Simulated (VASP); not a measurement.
# ScGa3Te (P6/mmm) in VASP: further runs, part 2 of 2

VASP 6.6.1. The steps go on from the part before.

## Step 3: Single point, PBE

This run uses another cell than the first one, of 30.45 Å³/atom.

Input file INCAR:

```
PREC = Accurate ; ENCUT = 520
EDIFF = 1E-7 ; ISMEAR = 0
SIGMA = 0.1 ; LREAL = F
LASPH = T ; NELM = 100
ALGO = Fast ; ISIF = 2
LWAVE = F ; LCHARG = F
GGA = PE ; NBANDS = 36
```

Input file KPOINTS:

```
regular mesh
0
Gamma
  12 12 8
```

Input file POSCAR:

```
ScGa3Te
1.0
    5.6545768158      0.0000000000      0.0000000000
   -2.8272884079      4.8970071702      0.0000000000
    0.0000000000      0.0000000000      5.4976933434
Sc Ga Te
1 3 1
Direct
    0.0000000000      0.0000000000      0.5000000000
    0.5000000000      0.0000000000      0.5000000000
    0.0000000000      0.5000000000      0.5000000000
    0.5000000000      0.5000000000      0.5000000000
    0.0000000000      0.0000000000      0.0000000000
```

Potentials or basis: VASP PAW PBE potentials, release 64 (Sc_sv, Ga_d, Te).

Command:

```bash
> cat potpaw_PBE.64/Sc_sv/POTCAR potpaw_PBE.64/Ga_d/POTCAR potpaw_PBE.64/Te/POTCAR > POTCAR
> mpirun -np 1 vasp_std > vasp.out
```

OUTCAR:

```text
PREC = Accurate
   ENCUT = 520
   EDIFF = 1E-7
   ISMEAR = 0
   LREAL = F
   LASPH = T
   NELM = 100
   ISIF = 2
   GGA = PE

 ion  position               nearest neighbor table
   1  0.000  0.000  0.500-   5 2.75   5 2.75   2 2.83   2 2.83   4 2.83   3 2.83   3 2.83   4 2.83

   2  0.500  0.000  0.500-   1 2.83   1 2.83   4 2.83   4 2.83   3 2.83   3 2.83
   3  0.000  0.500  0.500-   4 2.83   4 2.83   1 2.83   1 2.83   2 2.83   2 2.83
   4  0.500  0.500  0.500-   3 2.83   3 2.83   1 2.83   2 2.83   2 2.83   1 2.83
   5  0.000  0.000  0.000-   1 2.75   1 2.75

  LATTYP: Found a hexagonal cell.
 ALAT       =     5.6545768158
 C/A-ratio  =     0.9722554883

  Lattice vectors:

 A1 = (   5.6545768158,   0.0000000000,   0.0000000000)
 A2 = (  -2.8272884079,   4.8970071702,   0.0000000000)
 A3 = (   0.0000000000,   0.0000000000,   5.4976933434)

Analysis of symmetry for initial positions (statically):
=====================================================================
 Subroutine PRICEL returns:
 Original cell was already a primitive cell.

 Routine SETGRP: Setting up the symmetry group for a
 hexagonal supercell.

 Subroutine GETGRP returns: Found 24 space group operations
 (whereof 24 operations were pure point group operations)
 out of a pool of 24 trial point group operations.

The static configuration has the point symmetry D_6h.

Analysis of symmetry for dynamics (positions and initial velocities):
=====================================================================
 Subroutine PRICEL returns:
 Original cell was already a primitive cell.

 Routine SETGRP: Setting up the symmetry group for a
 hexagonal supercell.

 Subroutine GETGRP returns: Found 24 space group operations
 (whereof 24 operations were pure point group operations)
 out of a pool of 24 trial point group operations.

The dynamic configuration has the point symmetry D_6h.

 Subroutine INISYM returns: Found 24 space group operations
 (whereof 24 operations are pure point group operations),
 and found     1 'primitive' translations

----------------------------------------------------------------------------------------

                                     Primitive cell

  volume of cell :     152.2339

  direct lattice vectors                    reciprocal lattice vectors
     5.654576816  0.000000000  0.000000000     0.176847894  0.102103179  0.000000000
    -2.827288408  4.897007170  0.000000000     0.000000000  0.204206358  0.000000000
     0.000000000  0.000000000  5.497693343     0.000000000  0.000000000  0.181894467

  length of vectors
     5.654576816  5.654576816  5.497693343     0.204206358  0.204206358  0.181894467

  position of ions in fractional coordinates (direct lattice)
     0.000000000  0.000000000  0.500000000
     0.500000000  0.000000000  0.500000000
     0.000000000  0.500000000  0.500000000
     0.500000000  0.500000000  0.500000000
     0.000000000  0.000000000  0.000000000

  ion indices of the primitive-cell ions
   primitive index   ion index
                 1           1
                 2           2
                 3           3
                 4           4
                 5           5

----------------------------------------------------------------------------------------

 KPOINTS: regular mesh

Automatic generation of k-mesh.
 Grid dimensions read from file:
 generate k-points for:   12   12    8

 Generating k-lattice:

  Cartesian coordinates                     Fractional coordinates (reciprocal lattice)
     0.014737324  0.008508598  0.000000000     0.083333333  0.000000000  0.000000000
     0.000000000  0.017017197  0.000000000     0.000000000  0.083333333  0.000000000
     0.000000000  0.000000000  0.022736808     0.000000000  0.000000000  0.125000000

  Length of vectors
     0.017017197  0.017017197  0.022736808

  Shift w.r.t. Gamma in fractional coordinates (k-lattice)
     0.000000000  0.000000000  0.000000000

 Subroutine IBZKPT returns following result:
 ===========================================

 Found     95 irreducible k-points:

 Following reciprocal coordinates:
            Coordinates               Weight
  0.000000  0.000000  0.000000      1.000000
  0.083333 -0.000000  0.000000      6.000000
  0.166667  0.000000  0.000000      6.000000
  0.250000 -0.000000  0.000000      6.000000
  0.333333 -0.000000  0.000000      6.000000
  0.416667  0.000000  0.000000      6.000000
[... 16 lines left out ...]
  0.250000 -0.000000  0.125000     12.000000
  0.333333 -0.000000  0.125000     12.000000
 [... further k-points ...]
   k-points           NKPTS =     95   k-points in BZ     NKDIM =     95   number of bands    NBANDS=     36
   number of dos      NEDOS =    301   number of ions     NIONS =      5
   total plane-waves  NPLWV =  74088
   dimension x,y,z NGX =    42 NGY =   42 NGZ =   42
   dimension x,y,z NGXF=    84 NGYF=   84 NGZF=   84
   ions per type =               1   3   1
   NGX,Y,Z   is equivalent  to a cutoff of  12.35, 12.35, 12.70 a.u.
   NGXF,Y,Z  is equivalent  to a cutoff of  24.70, 24.70, 25.40 a.u.
 SYSTEM =  unknown system
   PREC   = accura    normal or accurate (medium, high low for compatibility)
   ISTART =      0    job   : 0-new  1-cont  2-samecut
   ICHARG =      2    charge: 1-file 2-atom 10-const
   ISPIN  =      1    spin polarized calculation?
   LNONCOLLINEAR =      F non collinear calculations
   LSORBIT =      F    spin-orbit coupling
   LASPH  =      T    aspherical Exc in radial PAW
   ENCUT  =  520.0 eV  38.22 Ry    6.18 a.u.  10.51 10.51 10.22*2*pi/ulx,y,z
   NELM   =    100;   NELMIN=  2; NELMDL= -5     # of ELM steps
   EDIFF  = 0.1E-06   stopping-criterion for ELM
   LREAL  =      F    real-space projection
   EDIFFG = 0.1E-05   stopping-criterion for IOM
   NSW    =      0    number of steps for IOM
   IBRION =     -1    ionic relax: 0-MD 1-quasi-New 2-CG
   NFREE  =      0    steps in history (QN), initial steepest desc. (CG)
   ISIF   =      2    stress and relaxation
   ISYM   =      2    0-nonsym 1-usesym 2-fastsym
   POTIM  = 0.5000    time-step for ionic-motion
   TEBEG  =    0.0;   TEEND  =   0.0 temperature during run
   PSTRESS=    0.0 pullay stress
   NELECT =      56.0000    total number of electrons
   NUPDOWN=      -1.0000    fix difference up-down
   EMIN   =  10.00;   EMAX   =-10.00  energy-range for DOS
   EFERMI =   0.00;   METHOD = LEGACY
   ISMEAR =     0;   SIGMA  =   0.10  broadening in eV -4-tet -1-fermi 0-gaus
   EFERMI_NEDOS =   21; number of points for ismear=-14 and -15
   IALGO  =     68    algorithm
   IMIX   =      4    mixing-type and parameters
     AMIX     =   0.40;   BMIX     =  1.00
     AMIX_MAG =   1.60;   BMIX_MAG =  1.00
  volume/ion in A,a.u.               =      30.45       205.47
  Fermi-wavevector in a.u.,A,eV,Ry     =   1.173006  2.216661 18.720855  1.375944
  Thomas-Fermi vector in A             =   2.309426
   LORBIT       =      0    0 simple, 1 ext, 2 COOP (PROOUT), +10 PAW based schemes
   GGA     = PE    functional components
   LHFCALC =     F    Hartree Fock is set to
   AEXX    =    0.0000 exact exchange contribution
   IVDW    =     0    specifies the selected vdW correction
   LEPSILON=     F    determine dielectric tensor
   LRPA    =     F    only Hartree local field effects (RPA)
 non-spin polarized calculation
 RMM-DIIS sequential band-by-band and
 Gauss-broadening in eV      SIGMA  =   0.10
  energy-cutoff  :      520.00
  volume of cell :      152.23
 maximum number of plane-waves:      4140
   NGX = 21   NGY = 21   NGZ = 21

 number of electron      55.9999929 magnetization

 Free energy of the ion-electron system (eV)
  ---------------------------------------------------
  ext. energy  EPLUGINS =         0.00000000
  ---------------------------------------------------
  free energy    TOTEN  =       -18.88626346 eV

  energy without entropy =      -18.86687765  energy(sigma->0) =      -18.87657055

 E-fermi :   2.7855     XC(G=0):  -8.5448

 val. band max:        2.7803891115   @ k =   0.4167   0.1667   0.3750
 cond. band min:       2.7906457840   @ k =   0.4167   0.1667   0.5000
 fundamental gap:      0.0102566726
 Fermi energy:         2.7854686415

 k-point     1 :       0.0000    0.0000    0.0000
  band No.  band energies     occupation
      1     -46.2837      2.00000
      2     -25.0636      2.00000
      3     -24.9329      2.00000
      4     -24.9329      2.00000
      5     -12.2004      2.00000
      6     -12.0965      2.00000
[... 28 lines left out ...]
     35       6.2705      0.00000
     36       6.4932      0.00000
[... 866 lines left out ...]
      6     -12.0668      2.00000
[... 28 lines left out ...]
     35       6.0790      0.00000
     36       6.4216      0.00000

 [... further k-points ...]
[... 5 lines left out ...]
  --------------------------------------------------------------------------------------
  -------------------------------------------------------------------------------------
  Total        0.0435323      0.0435323      0.0343009     -0.0000000      0.0000000      0.0000000
  in kB        0.4581533      0.4581533      0.3609984     -0.0000000      0.0000000      0.0000000
  external PRESSURE =       0.4257684 kB  Pullay stress =       0.0000000 kB

 VOLUME and BASIS-vectors are now :
 -----------------------------------------------------------------------------
  energy-cutoff  :      520.00
  volume of cell :      152.23
      direct lattice vectors                 reciprocal lattice vectors
     5.654576816  0.000000000  0.000000000     0.176847894  0.102103179  0.000000000
    -2.827288408  4.897007170  0.000000000     0.000000000  0.204206358  0.000000000
     0.000000000  0.000000000  5.497693343     0.000000000  0.000000000  0.181894467

 POSITION                                       TOTAL-FORCE (eV/Angst)
 -----------------------------------------------------------------------------------
      0.00000      0.00000      2.74885        -0.000000      0.000000      0.000000
      2.82729      0.00000      2.74885         0.000000      0.000000      0.000000
     -1.41364      2.44850      2.74885        -0.000000      0.000000      0.000000
      1.41364      2.44850      2.74885         0.000000      0.000000      0.000000
      0.00000      0.00000      0.00000         0.000000      0.000000      0.000000
 -----------------------------------------------------------------------------------
    total drift:                                0.000000      0.000000     -0.000000

  FREE ENERGIE OF THE ION-ELECTRON SYSTEM (eV)
  ---------------------------------------------------
  free  energy   TOTEN  =       -18.8862634552 eV

  energy  without entropy=      -18.8668776487  energy(sigma->0) =      -18.87657055
```

stdout:

```text
POSCAR found type information on POSCAR ScGaTe
 POSCAR found :  3 types and       5 ions
 scaLAPACK will be used
 LDA part: xc-table for (Slater+PW92), standard interpolation
 POSCAR, INCAR and KPOINTS ok, starting setup
 FFT: planning ... GRIDC
 FFT: planning ... GRID_SOFT
 FFT: planning ... GRID
 WAVECAR not read
 entering main loop
```

It took 7.6 min on 1 thread of Intel Xeon 6975P-C (Granite Rapids), shared host; peak memory 0.61 GiB.

Results:

| Property | Result |
| --- | --- |
| Free energy | -18.8863 eV |
| Pressure | 0.0 GPa |
| Band gap on the k mesh | zero (bands 28 and 29 overlap by 1.51 eV) |

Caveat: spin-orbit coupling is left out, which moves the levels of the heavy elements.

The gap in the log of VASP goes by the Fermi energy; the results here count the filled bands.